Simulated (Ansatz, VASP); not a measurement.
Given: the input of a run of Ansatz 0.2.0 on SnTe.

input.yaml

```yaml
crystal:
  lattice:
    - [0.0, 3.611146, 3.611146]
    - [3.611146, 0.0, 3.611146]
    - [3.611146, 3.611146, 0.0]
  atoms:
    - { symbol: Te, position: [0.25, 0.25, 0.25] }
    - { symbol: Sn, position: [0.0, 0.0, 0.0] }
hamiltonian:
  xc: pbe
  pseudopotentials: { kind: paw }
kpoints:
  mp_grid: { grid: [7, 7, 7] }
scf:
  occupations: { method: fermi_dirac, width: 0.05 }
output:
  forces: true
  stress: true
  eigenvalues: true
relax:
  f_tol: 0.01
  max_steps: 40
  cell: { stress_tol: 0.05 }
```

Potentials or basis: Ansatz PAW.

Command:

```bash
$ ansatz run input.yaml --threads 2 --pin off --max-ram 5632MiB --backend cpu --events-out ev --progress --plain --runs-dir out
```

Problem. Set up the same calculation for VASP 6.6.1. Potentials there: VASP PAW PBE potentials, release 64 (Te, Sn_d).

Solution. As run (the cutoff follows the program's own potentials):

The input INCAR:

```
SYSTEM = SnTe
ALGO = Normal
EDIFF = 1E-6
EDIFFG = -0.01
ENCUT = 600
GGA = PE
IBRION = 2
ISIF = 3
ISMEAR = -1
LASPH = .True.
LCHARG = .False.
LREAL = .False.
LWAVE = .False.
NELM = 80
NSW = 60
PREC = Accurate
SIGMA = 0.05
```

File KPOINTS:

```
k-points
0
Gamma
  7 7 7
  0 0 0
```

The input POSCAR:

```
SnTe
1.0
    0.0000000000      3.6111460000      3.6111460000
    3.6111460000      0.0000000000      3.6111460000
    3.6111460000      3.6111460000      0.0000000000
Te Sn
1 1
Direct
    0.2500000000      0.2500000000      0.2500000000
    0.0000000000      0.0000000000      0.0000000000
```

Potentials or basis: VASP PAW PBE potentials, release 64 (Te, Sn_d).

Launch:

```sh
$ cat potpaw_PBE.64/Te/POTCAR potpaw_PBE.64/Sn_d/POTCAR > POTCAR
$ mpirun -np 1 vasp_std > vasp.out
```

Both were run:

|  | VASP | Ansatz | Ansatz less VASP |
| --- | --- | --- | --- |
| gap on the k mesh at the Fermi level, each at its own relaxed structure (eV) | 0.33 | 0.33 | +0.002 |
| relaxed volume (Å³/atom) | 46.99 | 46.99 | +0.006 |
| relaxed cell length with the largest relative difference (Å) | 5.103 | 5.103 | +0.0002 |

VASP's potentials hold 20 valence electrons a cell and Ansatz's 30, so a difference there can come from the potentials and not from the codes.

Neither program's run includes spin-orbit coupling. Noted on Ansatz's run: odd divisions of the mesh miss points on the zone boundary, where band edges often lie, so the gap on the mesh can be too wide; the plane-wave basis is chosen anew once the cell has moved, so the energies of steps on either side of that aren't comparable.
